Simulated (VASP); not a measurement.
Input of a VASP 6.6.1 run:

File INCAR:

```
SYSTEM = Co
PREC = Accurate ; ENCUT = 600
EDIFF = 1E-6 ; ISMEAR = -1
SIGMA = 0.1 ; LREAL = .False.
LASPH = .True. ; NELM = 60
ALGO = Normal ; ISIF = 3
LWAVE = .False. ; LCHARG = .False.
GGA = PS ; IBRION = 2
NSW = 80 ; EDIFFG = -0.01
```

The input KPOINTS:

```
Automatic mesh
0
Gamma
  14 14 4
  0 0 0
```

Contents of POSCAR:

```
Co
1.0
    2.5018845205      0.0000000000      0.0000000000
   -1.2509422603      2.1666955521      0.0000000000
    0.0000000000      0.0000000000      8.1711548441
Co
4
Direct
    0.0000000000      0.0000000000      0.0000000000
    0.0000000000      0.0000000000      0.5000000000
    0.3333333333      0.6666666667      0.2500000000
    0.6666666667      0.3333333333      0.7500000000
```

Potentials or basis: VASP PAW PBE potentials, release 64 (Co).

The run is started by

```console
$ cat potpaw_PBE.64/Co/POTCAR > POTCAR
$ mpirun -np 1 vasp_std > vasp.out
```

**Question.** Estimate the relaxed volume.

**Answer.** 9.88 Å³/atom.

**Question.** What does it give for the relaxed cell?

**Answer.** a = 2.411 Å, b = 2.411 Å, c = 7.848 Å, α = 90.00°, β = 90.00°, γ = 120.00°.

**Question.** What does it give for the space group after relaxing (to 0.1 Å)?

**Answer.** P6_3/mmc (No. 194).

Final structure:
```cif
data_structure
_symmetry_space_group_name_H-M 'P 1'
_symmetry_Int_Tables_number 1
_cell_length_a 2.4114
_cell_length_b 2.4114
_cell_length_c 7.8481
_cell_angle_alpha 90.000
_cell_angle_beta 90.000
_cell_angle_gamma 120.000
_cell_volume 39.52
loop_
_atom_site_label
_atom_site_type_symbol
_atom_site_fract_x
_atom_site_fract_y
_atom_site_fract_z
_atom_site_occupancy
Co1 Co 0.00000 0.00000 0.00000 1
Co2 Co 0.00000 0.00000 0.50000 1
Co3 Co 0.33333 0.66667 0.25000 1
Co4 Co 0.66667 0.33333 0.75000 1
```

Caveat: the highest band is partly filled, so the run has too few bands; the PAW data sets were made with another functional, which shifts forces and pressure a little; the run has no spin polarisation, though such a crystal can be magnetic. Spin polarisation is off, so any magnetic state and its effect on volume and gap are missing.
